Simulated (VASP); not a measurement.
# Na (P-1) in VASP: single point with PBE

Aim: the single point of Na with PBE.

All numbers are computed with VASP 6.6.1; they aren't measurements. Logs are shortened: lines on timing, memory, paths and dates and some standing lists are left out, and cuts for length are marked.

## 1. The cell of the first run

The typed cell holds 2 atoms: a = 3.883 Å, b = 3.871 Å, c = 6.353 Å, α = 89.74°, β = 90.13°, γ = 119.55°.

## 2. Single point, PBE (atoms moved at random and the cell strained at random)

File INCAR:

```
ALGO = Fast
EDIFF = 1E-7
ENCUT = 520
GGA = PE
ISIF = 2
ISMEAR = 0
LASPH = True
LCHARG = True
LELF = True
LREAL = False
LVHAR = True
LWAVE = False
NBANDS = 14
NELM = 100
PREC = Accurate
SIGMA = 0.1
```

File KPOINTS:

```
k-points
0
Gamma
  12 12 6
```

File POSCAR:

```
Na
1.0
    3.8834389984      0.0188350050     -0.0044827312
   -1.9254079064      3.3577193528      0.0086681332
   -0.0073232600      0.0121233800      6.3534511400
Na
2
Direct
    0.2893119457      0.6331659530      0.2502534937
    0.7106880543      0.3668340470      0.7497465063
```

Potentials or basis: VASP PAW PBE potentials, release 64 (Na_pv).

On the command line:

```console
> cat potpaw_PBE.64/Na_pv/POTCAR > POTCAR
> mpirun -np 1 vasp_std > vasp.out
```

OUTCAR:

```text
EDIFF = 1E-7
   ENCUT = 520
   GGA = PE
   ISIF = 2
   ISMEAR = 0
   LASPH = True
   LREAL = False
   NELM = 100
   PREC = Accurate

 ion  position               nearest neighbor table
   1  0.289  0.633  0.250-
   2  0.711  0.367  0.750-

  LATTYP: Found a triclinic cell.
 ALAT       =     3.8706007279
 B/A-ratio  =     1.0084240102
 C/A-ratio  =     1.6414679203
 COS(alpha) =     0.0021447661
 COS(beta)  =     0.0044681572
 COS(gamma) =     0.5009049845

  Lattice vectors:

 A1 = (   1.9254079064,  -3.3577193528,  -0.0086681332)
 A2 = (  -1.9580310920,  -3.3765543578,  -0.0041854020)
 A3 = (   0.0073232600,  -0.0121233800,  -6.3534511400)

Analysis of symmetry for initial positions (statically):
=====================================================================
 Subroutine PRICEL returns:
 Original cell was already a primitive cell.

 Routine SETGRP: Setting up the symmetry group for a
 triclinic supercell.

 Subroutine GETGRP returns: Found  2 space group operations
 (whereof  2 operations were pure point group operations)
 out of a pool of  2 trial point group operations.

The static configuration has the point symmetry S_2 .

Analysis of symmetry for dynamics (positions and initial velocities):
=====================================================================
 Subroutine PRICEL returns:
 Original cell was already a primitive cell.

 Routine SETGRP: Setting up the symmetry group for a
 triclinic supercell.

 Subroutine GETGRP returns: Found  2 space group operations
 (whereof  2 operations were pure point group operations)
 out of a pool of  2 trial point group operations.

The dynamic configuration has the point symmetry S_2 .

 Subroutine INISYM returns: Found  2 space group operations
 (whereof  2 operations are pure point group operations),
 and found     1 'primitive' translations

----------------------------------------------------------------------------------------

                                     Primitive cell

  volume of cell :      83.0758

  direct lattice vectors                    reciprocal lattice vectors
     3.883438998  0.018835005 -0.004482731     0.256789565  0.147250105  0.000015010
    -1.925407906  3.357719353  0.008668133    -0.001441113  0.296996292 -0.000568377
    -0.007323260  0.012123380  6.353451140     0.000183146 -0.000301304  0.157395559

  length of vectors
[... 86 lines left out ...]
   IBRION =     -1    ionic relax: 0-MD 1-quasi-New 2-CG
   NFREE  =      0    steps in history (QN), initial steepest desc. (CG)
   ISIF   =      2    stress and relaxation
   ISYM   =      2    0-nonsym 1-usesym 2-fastsym
   POTIM  = 0.5000    time-step for ionic-motion
   TEBEG  =    0.0;   TEEND  =   0.0 temperature during run
   PSTRESS=    0.0 pullay stress
   NELECT =      14.0000    total number of electrons
   NUPDOWN=      -1.0000    fix difference up-down
   EMIN   =  10.00;   EMAX   =-10.00  energy-range for DOS
   EFERMI =   0.00;   METHOD = LEGACY
   ISMEAR =     0;   SIGMA  =   0.10  broadening in eV -4-tet -1-fermi 0-gaus
   EFERMI_NEDOS =   21; number of points for ismear=-14 and -15
   IALGO  =     68    algorithm
   IMIX   =      4    mixing-type and parameters
     AMIX     =   0.40;   BMIX     =  1.00
     AMIX_MAG =   1.60;   BMIX_MAG =  1.00
  volume/ion in A,a.u.               =      41.54       280.31
  Fermi-wavevector in a.u.,A,eV,Ry     =   0.904259  1.708801 11.125261  0.817684
  Thomas-Fermi vector in A             =   2.027684
   LORBIT       =      0    0 simple, 1 ext, 2 COOP (PROOUT), +10 PAW based schemes
   GGA     = PE    functional components
   LHFCALC =     F    Hartree Fock is set to
   AEXX    =    0.0000 exact exchange contribution
   IVDW    =     0    specifies the selected vdW correction
   LEPSILON=     F    determine dielectric tensor
   LRPA    =     F    only Hartree local field effects (RPA)
 non-spin polarized calculation
 RMM-DIIS sequential band-by-band and
 Gauss-broadening in eV      SIGMA  =   0.10
  energy-cutoff  :      520.00
  volume of cell :       83.08
 maximum number of plane-waves:      2256
 NGX is ok and might be reduce to    30
   NGX = 15   NGY = 15   NGZ = 23

 number of electron      14.0000001 magnetization

 Free energy of the ion-electron system (eV)
  ---------------------------------------------------
  ext. energy  EPLUGINS =         0.00000000
  ---------------------------------------------------
  free energy    TOTEN  =        -2.60059865 eV

  energy without entropy =       -2.59499298  energy(sigma->0) =       -2.59779582

 E-fermi :  -0.0342     XC(G=0):  -6.2128

 val. band max:       -0.0383469846   @ k =   0.0833   0.5000   0.1667
 cond. band min:      -0.0324309920   @ k =   0.5000   0.4167   0.1667
 fundamental gap:      0.0059159926
 Fermi energy:        -0.0342180425

 k-point     1 :       0.0000    0.0000    0.0000
  band No.  band energies     occupation
      1     -24.9983      2.00000
      2     -24.9793      2.00000
      3     -24.9754      2.00000
      4     -24.9745      2.00000
      5     -24.9740      2.00000
      6     -24.9740      2.00000
      7      -3.0261      2.00000
      8       0.5635      0.00000
      9       0.8616      0.00000
     10       9.3196      0.00000
     11       9.4996      0.00000
     12       9.5115      0.00000
     13       9.6724      0.00000
     14       9.9116      0.00000
[... 377 lines left out ...]
      1     -24.9932      2.00000
      2     -24.9902      2.00000
      3     -24.9877      2.00000
      4     -24.9834      2.00000
      5     -24.9802      2.00000
      6     -24.9794      2.00000
      7      -0.4472      2.00000
      8       1.6678      0.00000
      9       2.9517      0.00000
     10       3.3431      0.00000
     11       4.1000      0.00000
     12       5.0376      0.00000
     13       5.8233      0.00000
     14       7.2077      0.00000

 [... further k-points ...]
[... 5 lines left out ...]
  --------------------------------------------------------------------------------------
  -------------------------------------------------------------------------------------
  Total       -0.3172543     -0.4455790     -0.3293514      0.0411006     -0.0032967      0.0017852
  in kB       -6.1184788     -8.5933147     -6.3517817      0.7926549     -0.0635788      0.0344289
  external PRESSURE =      -7.0211917 kB  Pullay stress =       0.0000000 kB

 VOLUME and BASIS-vectors are now :
 -----------------------------------------------------------------------------
  energy-cutoff  :      520.00
  volume of cell :       83.08
      direct lattice vectors                 reciprocal lattice vectors
     3.883438998  0.018835005 -0.004482731     0.256789565  0.147250105  0.000015010
    -1.925407906  3.357719353  0.008668133    -0.001441113  0.296996292 -0.000568377
    -0.007323260  0.012123380  6.353451140     0.000183146 -0.000301304  0.157395559

 POSITION                                       TOTAL-FORCE (eV/Angst)
 -----------------------------------------------------------------------------------
     -0.09741      2.13448      1.59416         0.027634      0.022708     -0.001817
      2.04812      1.25420      4.76347        -0.027634     -0.022708      0.001817
 -----------------------------------------------------------------------------------
    total drift:                               -0.000000      0.000000     -0.000000

  FREE ENERGIE OF THE ION-ELECTRON SYSTEM (eV)
  ---------------------------------------------------
  free  energy   TOTEN  =        -2.6005986508 eV

  energy  without entropy=       -2.5949929803  energy(sigma->0) =       -2.59779582
```

It took 10 min on 1 thread of Intel Xeon 8259CL, shared host; peak memory 0.47 GiB.

Results:

| Item | Value |
| --- | --- |
| Free energy | -2.6006 eV |
| Pressure | -0.7 GPa |
| Largest force | 0.036 eV/Å |
| Band gap on the k mesh | zero (bands 7 and 8 overlap by 4.04 eV) |

Forces in eV/Å, atoms in the order of the input:
```
Na   0.028  0.023 -0.002
Na  -0.028 -0.023  0.002
```

Stress tensor (GPa, compression positive):
```
-0.61  0.08  0.00
 0.08 -0.86 -0.01
 0.00 -0.01 -0.64
```

Levels at points of the mesh, in eV from the Fermi level:
| k point | band 5 | band 6 | band 7 | band 8 | band 9 | band 10 |
| --- | --- | --- | --- | --- | --- | --- |
| (0.00, 0.00, 0.00) | -24.94 | -24.94 | -2.99 | 0.60 | 0.90 | 9.35 |
| (0.50, 0.00, 0.00) | -24.95 | -24.94 | 0.30 | 0.32 | 3.67 | 3.69 |
| (0.00, 0.50, 0.00) | -24.94 | -24.94 | 0.29 | 0.37 | 3.66 | 3.75 |
| (0.50, 0.50, 0.00) | -24.94 | -24.94 | 0.33 | 0.40 | 3.70 | 3.76 |
| (0.00, 0.00, 0.50) | -24.94 | -24.94 | -2.04 | -2.04 | 5.19 | 5.19 |
| (0.50, 0.00, 0.50) | -24.94 | -24.94 | 1.03 | 1.03 | 1.45 | 1.45 |
| (0.00, 0.50, 0.50) | -24.95 | -24.95 | 1.07 | 1.09 | 1.41 | 1.44 |
| (0.50, 0.50, 0.50) | -24.94 | -24.94 | 1.09 | 1.11 | 1.47 | 1.49 |

Caveat: the cell differs from its parent crystal (atoms moved at random and the cell strained at random).
